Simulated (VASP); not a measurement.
Input of a VASP 6.6.1 run:

INCAR

```
PREC = Accurate
ENCUT = 520
EDIFF = 1E-6
ISMEAR = -1
SIGMA = 0.1
LREAL = False
LASPH = True
NELM = 80
ALGO = Normal
ISIF = 2
LWAVE = False
LCHARG = False
GGA = PS
NBANDS = 10
```

The input KPOINTS:

```
regular mesh
0
Gamma
  12 12 12
```

Contents of POSCAR:

```
Na
1.0
    0.0000000000      2.5574625885      2.5574625885
    2.5574625885      0.0000000000      2.5574625885
    2.5574625885      2.5574625885      0.0000000000
Na
1
Direct
    0.0000000000      0.0000000000      0.0000000000
```

Potentials or basis: VASP PAW PBE potentials, release 64 (Na_pv).

Launch:

```console
$ cat potpaw_PBE.64/Na_pv/POTCAR > POTCAR
$ mpirun -np 1 vasp_std > vasp.out
```

(1) What does it give for the pressure?

Results:

(1) 0.7 GPa.

Caveat: the PAW data sets were made with another functional, which shifts forces and pressure a little.
